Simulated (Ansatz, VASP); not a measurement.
**One calculation of InSb, two programs**

```
In Sb
1.0
     3.06331   -3.08137    0.00000
     3.06331    3.08137    0.00000
     0.00000    0.00000    6.12689
In Sb
2 2
Direct
  0.27941 0.72059 0.25000
  0.72059 0.27941 0.75000
  0.77721 0.22279 0.25000
  0.22279 0.77721 0.75000
```

Alike in both runs: task single point; functional PBE; k mesh 10 × 10 × 8; occupations methfessel-paxton of order 1, width 0.2 eV; no spin polarisation.

|  | VASP | Ansatz |
| --- | --- | --- |
| version | VASP 6.6.1 | Ansatz 0.2.0 |
| potentials or method | VASP PAW PBE potentials, release 64 (In_d, Sb), cutoff 520 eV | scalar-relativistic, plane waves, PAW |
| valence electrons in the cell | 36 | 56 |

|  | VASP | Ansatz | Ansatz less VASP |
| --- | --- | --- | --- |
| gap on the k mesh at the Fermi level (eV) | none | none | - |
| pressure (GPa) | 0.1 | 0.1 | +0.03 |
| traceless stress, the component that is largest in VASP (GPa) | -0.22 | -0.22 | +0.001 |
| rms of the force components (eV/Å) | 0.005 | 0.006 | +0.0010 |

Atom by atom the forces differ by 0.001 eV/Å (rms over components). A gap of «none» marks a metal or a gap that the smearing closes. The functional is the same, so the differences come from potentials, cutoffs and numerics. VASP's potentials hold 36 valence electrons a cell and Ansatz's 56, so a difference there can come from the potentials and not from the codes.

Neither program's run includes spin-orbit coupling.
